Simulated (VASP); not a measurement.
A run of VASP 6.6.1 is set up as follows.

The input INCAR:

```
ALGO = Normal ; EDIFF = 1E-6
ENCUT = 520 ; GGA = PE
ISIF = 2 ; ISMEAR = 0
LASPH = T ; LCHARG = T
LELF = T ; LREAL = F
LVHAR = T ; LWAVE = F
NBANDS = 28 ; NELM = 100
PREC = Accurate ; SIGMA = 0.1
```

The input KPOINTS:

```
k-points
0
Gamma
  8 8 8
```

File POSCAR:

```
B5Br3
1.0
    4.7555535872      0.0000000000      0.0000000000
    0.0000000000      4.7555535872      0.0000000000
    0.0000000000      0.0000000000      4.7555535872
B Br
5 3
Direct
    0.0000000000      0.5000000000      0.5000000000
    0.5000000000      0.0000000000      0.5000000000
    0.5000000000      0.5000000000      0.0000000000
    0.0000000000      0.0000000000      0.0000000000
    0.5000000000      0.5000000000      0.5000000000
    0.5000000000      0.0000000000      0.0000000000
    0.0000000000      0.5000000000      0.0000000000
    0.0000000000      0.0000000000      0.5000000000
```

Potentials or basis: VASP PAW PBE potentials, release 64 (B, Br).

Run with:

```bash
$ cat potpaw_PBE.64/B/POTCAR potpaw_PBE.64/Br/POTCAR > POTCAR
$ mpirun -np 1 vasp_std > vasp.out
```

Problem. Predict the band gap on the k mesh.

Solution. Zero (bands 18 and 19 overlap by 1.79 eV).

Problem. Estimate the pressure.

Solution. 0.0 GPa.
